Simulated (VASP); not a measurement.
## Mg: single point with PBE

Crystal: Mg.

```
CELL_PARAMETERS angstrom
4.43656 0.00000 0.00000
-2.21828 3.84217 0.00000
0.00000 0.00000 3.78182
ATOMIC_POSITIONS crystal
Mg 0.33333 0.66667 0.50000
Mg 0.00000 0.00000 0.00000
Mg 0.66667 0.33333 0.50000
```

This isn't the form of Mg at room conditions, which is hcp.

```json
{"Program": "VASP 6.6.1", "Task": "single point", "Functional": "PBE", "Potentials or basis": "VASP PAW PBE potentials, release 64 (Mg)", "Cutoff": "520 eV", "k mesh": "6 × 6 × 6", "Occupations": "gaussian, width 0.1 eV", "Spin": "no spin polarisation"}
```

```yaml
Pressure: 8.1 GPa
Band_gap_on_the_k_mesh: zero (bands 3 and 4 overlap by 5.05 eV)
```

Stress tensor (GPa, compression positive):
```
14.57  0.00  0.00
 0.00 14.57  0.00
 0.00  0.00 -4.95
```

Levels at points of the mesh, in eV from the Fermi level:
```
           k point  band 1  band 2  band 3  band 4  band 5  band 6  band 7
(0.00, 0.00, 0.00)   -7.15    1.81    1.81    2.00    2.00    2.46    3.24
(0.50, 0.00, 0.00)   -4.65   -4.63   -0.34    0.86    4.64    4.67    5.91
(0.00, 0.00, 0.50)   -4.96   -4.09    3.47    3.47    3.89    3.89    4.95
(0.50, 0.00, 0.50)   -2.56   -2.43   -1.73   -1.57    1.47    2.65    3.19
```

Wall time 17 s on 1 thread of Intel Xeon 8259CL, on a shared host, peak memory 0.18 GiB.

Caveat: the cell stands under pressure.
